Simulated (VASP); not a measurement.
# ZrSiO4 in VASP: single point with PBE

Aim: the single point of ZrSiO4 with PBE.

All numbers are computed with VASP 6.6.1; they aren't measurements. Logs are shortened: lines on timing, memory, paths and dates and some standing lists are left out, and cuts for length are marked.

## Step 1: The cell of the first run

The typed cell holds 36 atoms: a = 6.678 Å, b = 6.678 Å, c = 10.195 Å, α = 109.12°, β = 109.12°, γ = 90.00°.

## Step 2: Single point, PBE

The input, INCAR:

```
PREC = Accurate
ENCUT = 600
EDIFF = 1E-6
ISMEAR = 0
SIGMA = 0.02
LREAL = Auto
LASPH = True
NELM = 120
ALGO = Normal
ISIF = 2
LWAVE = False
LCHARG = True
GGA = PE
LELF = True
LVHAR = True
NBANDS = 144
GGA_COMPAT = False
```

The input, KPOINTS:

```
Automatic mesh
0
Gamma
  2 2 2
```

The input, POSCAR:

```
ZrSiO4
1.0
    0.0000000000      6.6775195634      0.0000000000
    6.6775195634      0.0000000000      0.0000000000
   -3.3387597817     -3.3387597817     -9.0352120658
Zr Si O
6 6 24
Direct
    0.0005605518     -0.0000589740      0.0006821341
    0.6672393624      0.6666031584      0.3340161696
    0.3338925843      0.3332778306      0.6673487461
    0.7505461688      0.2499374041      0.5006843981
    0.4172423314      0.9166099864      0.8340173395
    0.0839038933      0.5832793366      0.1673510266
    0.1672095840      0.1666155085      0.3340158564
    0.8339087865      0.8332656179      0.6673502259
    0.5005700099      0.4999431853      1.0006854117
    0.2505812985      0.7499439691      0.5006837989
    0.9172309964      0.4166073583      0.8340174481
    0.5838797428      0.0832669027      0.1673482830
    0.7100681484      0.8933089818      0.7874328549
    0.3767208406      0.5599745253      0.1207581258
    0.0433729258      0.2266637840      0.4540989090
    0.3106162544      0.9938662806      0.6207650429
    0.9772727767      0.6605267444      0.9540982767
    0.6439128438      0.3271896259      0.2874295992
    0.3106349641      0.6261037042      0.6207653370
    0.9772668557      0.2927637305      0.9540955906
    0.6439191952      0.9594274696      0.2874299123
    0.4111327342      0.2266493282      0.4540952548
    0.0778284849      0.8933130094      0.7874257510
    0.7444904753      0.5599815777      0.1207697448
    0.7738838659      0.5893453610      0.5472734493
    0.4405498914      0.2560156050      0.8806102740
    0.1071812785      0.9226922707      0.2139397684
    0.3744131643      0.6898771871      0.3806000695
    0.0410776082      0.3565552014      0.7139422162
    0.7077341063      0.0232143228      0.0472755570
    0.0066535535      0.6899202513      0.3806110624
    0.6733056737      0.3565783614      0.7139372210
    0.3399619878      0.0232331007      0.0472666784
    0.1071608501      0.2904518236      0.2139325848
    0.7738517108      0.9571141895      0.5472740093
    0.4405229265      0.6237864658      0.8806065505
```

Potentials or basis: VASP PAW PBE potentials, release 64 (Zr_sv, Si, O).

Started as:

```
$ cat potpaw_PBE.64/Zr_sv/POTCAR potpaw_PBE.64/Si/POTCAR potpaw_PBE.64/O/POTCAR > POTCAR
$ mpirun -np 1 vasp_std > vasp.out
```

OUTCAR:

```text
PREC = Accurate
   ENCUT = 600
   EDIFF = 1E-6
   ISMEAR = 0
   LREAL = Auto
   LASPH = True
   NELM = 120
   ISIF = 2
   GGA = PE

 ion  position               nearest neighbor table
   1  0.001  1.000  0.001-  33 2.15  20 2.15  17 2.15  30 2.15  13 2.28  34 2.28  27 2.28  23 2.28
                             8 3.01   7 3.01   5 3.66   6 3.66   6 3.66   5 3.66
   2  0.667  0.667  0.334-  21 2.15  28 2.15  31 2.15  18 2.15  24 2.28  35 2.28  25 2.28  14 2.28
                             9 3.01   8 3.01   6 3.66   4 3.66   4 3.66   6 3.66
   3  0.334  0.333  0.667-  29 2.15  19 2.15  16 2.15  32 2.15  22 2.28  15 2.28  36 2.28  26 2.28
                             7 3.01   9 3.01   4 3.66   5 3.66   5 3.66   4 3.66
   4  0.751  0.250  0.501-  25 2.15  35 2.15  15 2.15  22 2.15  32 2.28  18 2.28  21 2.28  29 2.28
                            11 3.01  12 3.01   3 3.66   2 3.66   2 3.66   3 3.66
   5  0.417  0.917  0.834-  26 2.15  13 2.15  36 2.15  23 2.15  30 2.28  19 2.28  16 2.28  33 2.28
                            12 3.01  10 3.01   1 3.66   3 3.66   3 3.66   1 3.66
   6  0.084  0.583  0.167-  14 2.15  34 2.15  27 2.15  24 2.15  17 2.28  28 2.28  20 2.28  31 2.28
                            10 3.01  11 3.01   2 3.66   1 3.66   2 3.66   1 3.66
   7  0.167  0.167  0.334-  27 1.64  15 1.64  34 1.64  22 1.64   3 3.01   1 3.01
   8  0.834  0.833  0.667-  23 1.64  25 1.64  35 1.64  13 1.64   1 3.01   2 3.01
   9  0.501  0.500  0.001-  14 1.64  36 1.64  24 1.64  26 1.64   2 3.01   3 3.01
  10  0.251  0.750  0.501-  28 1.64  31 1.64  19 1.64  16 1.64   6 3.01   5 3.01
  11  0.917  0.417  0.834-  29 1.64  17 1.64  20 1.64  32 1.64   4 3.01   6 3.01
  12  0.584  0.083  0.167-  33 1.64  30 1.64  21 1.64  18 1.64   5 3.01   4 3.01
  13  0.710  0.893  0.787-   8 1.64   5 2.15   1 2.28
  14  0.377  0.560  0.121-   9 1.64   6 2.15   2 2.28
  15  0.043  0.227  0.454-   7 1.64   4 2.15   3 2.28
  16  0.311  0.994  0.621-  10 1.64   3 2.15   5 2.28
  17  0.977  0.661  0.954-  11 1.64   1 2.15   6 2.28
  18  0.644  0.327  0.287-  12 1.64   2 2.15   4 2.28
[... 16 lines left out ...]
  35  0.774  0.957  0.547-   8 1.64   4 2.15   2 2.28
  36  0.441  0.624  0.881-   9 1.64   5 2.15   3 2.28

  LATTYP: Found a body centered tetragonal cell.
 ALAT       =     6.6775195634
 C/A-ratio  =     2.7061581715

  Lattice vectors:

 A1 = (  -3.3387597817,   3.3387597817,   9.0352120658)
 A2 = (   3.3387597817,  -3.3387597817,   9.0352120658)
 A3 = (   3.3387597817,   3.3387597817,  -9.0352120658)

Analysis of symmetry for initial positions (statically):
=====================================================================
 Subroutine PRICEL returns:
 Original cell was already a primitive cell.

 Routine SETGRP: Setting up the symmetry group for a
 body centered tetragonal supercell.

 Subroutine GETGRP returns: Found  1 space group operations
 (whereof  1 operations were pure point group operations)
 out of a pool of 16 trial point group operations.

The static configuration has the point symmetry C_1 .

Analysis of symmetry for dynamics (positions and initial velocities):
=====================================================================
 Subroutine PRICEL returns:
 Original cell was already a primitive cell.

 Routine SETGRP: Setting up the symmetry group for a
 body centered tetragonal supercell.

 Subroutine GETGRP returns: Found  1 space group operations
 (whereof  1 operations were pure point group operations)
 out of a pool of 16 trial point group operations.

The dynamic configuration has the point symmetry C_1 .

 Subroutine INISYM returns: Found  1 space group operations
 (whereof  1 operations are pure point group operations),
 and found     1 'primitive' translations

----------------------------------------------------------------------------------------

                                     Primitive cell

  volume of cell :     402.8735

  direct lattice vectors                    reciprocal lattice vectors
     0.000000000  6.677519563  0.000000000     0.000000000  0.149756207 -0.055339044
     6.677519563  0.000000000  0.000000000     0.149756207  0.000000000 -0.055339044
    -3.338759782 -3.338759782 -9.035212066     0.000000000  0.000000000 -0.110678088

  length of vectors
     6.677519563  6.677519563 10.194591254     0.159653786  0.159653786  0.110678088

  position of ions in fractional coordinates (direct lattice)
     0.000560552  0.999941026  0.000682134
     0.667239362  0.666603158  0.334016170
     0.333892584  0.333277831  0.667348746
     0.750546169  0.249937404  0.500684398
     0.417242331  0.916609986  0.834017340
     0.083903893  0.583279337  0.167351027
[... 28 lines left out ...]
     0.773851711  0.957114189  0.547274009
     0.440522927  0.623786466  0.880606550

  ion indices of the primitive-cell ions
   primitive index   ion index
                 1           1
                 2           2
                 3           3
                 4           4
                 5           5
                 6           6
[... 28 lines left out ...]
                35          35
                36          36

----------------------------------------------------------------------------------------

 KPOINTS: Automatic mesh

Automatic generation of k-mesh.
 Grid dimensions read from file:
 generate k-points for:    2    2    2

 Generating k-lattice:

  Cartesian coordinates                     Fractional coordinates (reciprocal lattice)
     0.000000000  0.074878103 -0.027669522     0.500000000  0.000000000  0.000000000
     0.074878103  0.000000000 -0.027669522     0.000000000  0.500000000  0.000000000
     0.000000000  0.000000000 -0.055339044     0.000000000  0.000000000  0.500000000

  Length of vectors
     0.079826893  0.079826893  0.055339044

  Shift w.r.t. Gamma in fractional coordinates (k-lattice)
     0.000000000  0.000000000  0.000000000

 Subroutine IBZKPT returns following result:
 ===========================================

 Found      8 irreducible k-points:

 Following reciprocal coordinates:
            Coordinates               Weight
  0.000000  0.000000  0.000000      1.000000
  0.500000  0.000000 -0.000000      1.000000
  0.000000  0.500000  0.500000      1.000000
  0.500000  0.000000  0.500000      1.000000
  0.000000  0.500000 -0.000000      1.000000
  0.500000  0.500000 -0.000000      1.000000
  0.500000  0.500000  0.500000      1.000000
  0.000000  0.000000  0.500000      1.000000
   k-points           NKPTS =      8   k-points in BZ     NKDIM =      8   number of bands    NBANDS=    144
   number of dos      NEDOS =    301   number of ions     NIONS =     36
   total plane-waves  NPLWV = 244944
   dimension x,y,z NGX =    54 NGY =   54 NGZ =   84
   dimension x,y,z NGXF=   108 NGYF=  108 NGZF=  168
   ions per type =               6   6  24
   NGX,Y,Z   is equivalent  to a cutoff of  13.44, 13.44, 13.70 a.u.
   NGXF,Y,Z  is equivalent  to a cutoff of  26.89, 26.89, 27.40 a.u.
 SYSTEM =  unknown system
   PREC   = accura    normal or accurate (medium, high low for compatibility)
   ISTART =      0    job   : 0-new  1-cont  2-samecut
   ICHARG =      2    charge: 1-file 2-atom 10-const
   ISPIN  =      1    spin polarized calculation?
   LNONCOLLINEAR =      F non collinear calculations
   LSORBIT =      F    spin-orbit coupling
   LASPH  =      T    aspherical Exc in radial PAW
   ENCUT  =  600.0 eV  44.10 Ry    6.64 a.u.  13.34 13.34 20.36*2*pi/ulx,y,z
   NELM   =    120;   NELMIN=  2; NELMDL= -5     # of ELM steps
   EDIFF  = 0.1E-05   stopping-criterion for ELM
   LREAL  =      T    real-space projection
   EDIFFG = 0.1E-04   stopping-criterion for IOM
   NSW    =      0    number of steps for IOM
   IBRION =     -1    ionic relax: 0-MD 1-quasi-New 2-CG
   NFREE  =      0    steps in history (QN), initial steepest desc. (CG)
   ISIF   =      2    stress and relaxation
   ISYM   =      2    0-nonsym 1-usesym 2-fastsym
   POTIM  = 0.5000    time-step for ionic-motion
   TEBEG  =    0.0;   TEEND  =   0.0 temperature during run
   PSTRESS=    0.0 pullay stress
   NELECT =     240.0000    total number of electrons
   NUPDOWN=      -1.0000    fix difference up-down
   EMIN   =  10.00;   EMAX   =-10.00  energy-range for DOS
   EFERMI =   0.00;   METHOD = LEGACY
   ISMEAR =     0;   SIGMA  =   0.02  broadening in eV -4-tet -1-fermi 0-gaus
   EFERMI_NEDOS =   21; number of points for ismear=-14 and -15
   IALGO  =     38    algorithm
   IMIX   =      4    mixing-type and parameters
     AMIX     =   0.40;   BMIX     =  1.00
     AMIX_MAG =   1.60;   BMIX_MAG =  1.00
  volume/ion in A,a.u.               =      11.19        75.52
  Fermi-wavevector in a.u.,A,eV,Ry     =   1.377492  2.603082 25.816832  1.897484
  Thomas-Fermi vector in A             =   2.502640
   LORBIT       =      0    0 simple, 1 ext, 2 COOP (PROOUT), +10 PAW based schemes
   GGA     = PE    functional components
   LHFCALC =     F    Hartree Fock is set to
   AEXX    =    0.0000 exact exchange contribution
   IVDW    =     0    specifies the selected vdW correction
   LEPSILON=     F    determine dielectric tensor
   LRPA    =     F    only Hartree local field effects (RPA)
 non-spin polarized calculation
 Gauss-broadening in eV      SIGMA  =   0.02
  energy-cutoff  :      600.00
  volume of cell :      402.87
 maximum number of plane-waves:     13465
 NGX is ok and might be reduce to    54
   NGX = 27   NGY = 27   NGZ = 41

 number of electron     239.9999986 magnetization

 Free energy of the ion-electron system (eV)
  ---------------------------------------------------
  ext. energy  EPLUGINS =         0.00000000
  ---------------------------------------------------
  free energy    TOTEN  =      -315.66556035 eV

  energy without entropy =     -315.66556035  energy(sigma->0) =     -315.66556035

 E-fermi :   4.6151     XC(G=0): -10.8822

 val. band max:        4.5026098353   @ k =   0.0000   0.0000   0.0000
 cond. band min:       9.1221145907   @ k =   0.5000   0.5000   0.5000
 fundamental gap:      4.6195047554
 Fermi energy:         4.6150973030

 k-point     1 :       0.0000    0.0000    0.0000
  band No.  band energies     occupation
      1     -43.2515      2.00000
      2     -43.2454      2.00000
      3     -43.2454      2.00000
      4     -43.2332      2.00000
      5     -43.2332      2.00000
      6     -43.2272      2.00000
[... 1069 lines left out ...]
    131      10.1510      0.00000
    132      10.1510      0.00000
 [bands above 132 left out]

------------------------ aborting loop because EDIFF is reached ----------------------------------------

  FORCE on cell =-STRESS in cart. coord.  units (eV):
  Direction    XX          YY          ZZ          XY          YZ          ZX
  --------------------------------------------------------------------------------------
  -------------------------------------------------------------------------------------
  Total       -0.3379194     -0.3244796      0.6542995     -0.0206276      0.0087485      0.0040750
  in kB       -1.3438630     -1.2904145      2.6020670     -0.0820335      0.0347917      0.0162057
  external PRESSURE =      -0.0107368 kB  Pullay stress =       0.0000000 kB

 VOLUME and BASIS-vectors are now :
 -----------------------------------------------------------------------------
  energy-cutoff  :      600.00
  volume of cell :      402.87
      direct lattice vectors                 reciprocal lattice vectors
     0.000000000  6.677519563  0.000000000     0.000000000  0.149756207 -0.055339044
     6.677519563  0.000000000  0.000000000     0.149756207  0.000000000 -0.055339044
    -3.338759782 -3.338759782 -9.035212066     0.000000000  0.000000000 -0.110678088

 POSITION                                       TOTAL-FORCE (eV/Angst)
 -----------------------------------------------------------------------------------
      6.67485      0.00147     -0.00616         0.001213     -0.001551      0.004434
      3.33606      3.34030     -3.01791         0.001198     -0.001312      0.004279
     -0.00265      0.00146     -6.02964         0.001334     -0.001330      0.004116
     -0.00270      3.34012     -4.52379        -0.002583      0.000469     -0.001869
      3.33610      0.00156     -7.53552        -0.002550     -0.000334     -0.002082
      3.33611      0.00153     -1.51205        -0.002716     -0.000594     -0.001809
[... 28 lines left out ...]
      4.56393      3.34019     -4.94474         0.034042      0.001825      0.013771
      1.22521      0.00147     -7.95647         0.033631      0.001907      0.013580
 -----------------------------------------------------------------------------------
    total drift:                               -0.005169     -0.009511      0.012843

  FREE ENERGIE OF THE ION-ELECTRON SYSTEM (eV)
  ---------------------------------------------------
  free  energy   TOTEN  =      -315.6655603502 eV

  energy  without entropy=     -315.6655603502  energy(sigma->0) =     -315.66556035
```

Wall time 36 min (1 thread of Intel Xeon 8259CL, shared host); peak memory 0.76 GiB.

What came out:

```yaml
Free_energy: -315.6656 eV
Pressure: 0.0 GPa
Largest_force: 0.037 eV/Å
Band_gap_on_the_k_mesh: 4.62 eV
```

Forces in eV/Å, atoms in the order of the input:
```
Zr   0.001 -0.002  0.004
Zr   0.001 -0.001  0.004
Zr   0.001 -0.001  0.004
Zr  -0.003  0.000 -0.002
Zr  -0.003  0.000 -0.002
Zr  -0.003 -0.001 -0.002
Si   0.000 -0.003  0.000
Si   0.001 -0.003  0.000
Si   0.000 -0.002  0.001
Si  -0.001 -0.002  0.000
Si  -0.001 -0.002  0.001
Si  -0.001 -0.001  0.000
O   -0.001 -0.033 -0.015
O   -0.001 -0.034 -0.015
O   -0.001 -0.034 -0.014
O    0.033  0.002 -0.013
O    0.034  0.001 -0.014
O    0.034  0.002 -0.013
O   -0.032  0.001 -0.014
O   -0.032  0.001 -0.014
O   -0.032  0.001 -0.015
O   -0.001  0.033 -0.014
O   -0.002  0.032 -0.014
O   -0.001  0.032 -0.014
O   -0.031  0.003  0.012
O   -0.031  0.003  0.011
O   -0.032  0.004  0.011
O   -0.001  0.033  0.014
O   -0.001  0.033  0.014
O   -0.001  0.033  0.014
O    0.000 -0.034  0.014
O    0.001 -0.033  0.014
O    0.001 -0.033  0.014
O    0.034  0.002  0.013
O    0.034  0.002  0.014
O    0.034  0.002  0.014
```

Stress tensor (GPa, compression positive):
```
-0.13 -0.01  0.00
-0.01 -0.13  0.00
 0.00  0.00  0.26
```

Levels at points of the mesh, in eV from the valence-band top:
| k point | band 116 | band 117 | band 118 | band 119 | band 120 | band 121 | band 122 | band 123 | band 124 | band 125 |
| --- | --- | --- | --- | --- | --- | --- | --- | --- | --- | --- |
| (0.00, 0.00, 0.00) | -0.42 | -0.42 | -0.42 | -0.42 | 0.00 | 4.80 | 5.00 | 5.00 | 5.19 | 5.24 |
| (0.50, 0.00, 0.00) | -0.59 | -0.35 | -0.35 | -0.24 | -0.20 | 4.76 | 4.82 | 4.82 | 4.96 | 4.96 |
| (0.00, 0.50, 0.50) | -0.59 | -0.35 | -0.35 | -0.24 | -0.20 | 4.76 | 4.82 | 4.82 | 4.96 | 4.96 |
| (0.50, 0.00, 0.50) | -0.59 | -0.35 | -0.35 | -0.24 | -0.20 | 4.76 | 4.82 | 4.82 | 4.96 | 4.96 |
| (0.00, 0.50, 0.00) | -0.59 | -0.35 | -0.35 | -0.24 | -0.20 | 4.76 | 4.82 | 4.82 | 4.96 | 4.96 |
| (0.50, 0.50, 0.00) | -0.58 | -0.49 | -0.49 | -0.49 | -0.49 | 4.62 | 4.62 | 4.62 | 4.62 | 4.65 |
| (0.50, 0.50, 0.50) | -0.58 | -0.49 | -0.49 | -0.49 | -0.49 | 4.62 | 4.62 | 4.62 | 4.62 | 4.65 |
| (0.00, 0.00, 0.50) | -0.30 | -0.30 | -0.30 | -0.04 | -0.04 | 4.84 | 4.84 | 5.31 | 5.31 | 5.36 |

Caveat: the k points lie up to 0.50 Å⁻¹ apart.
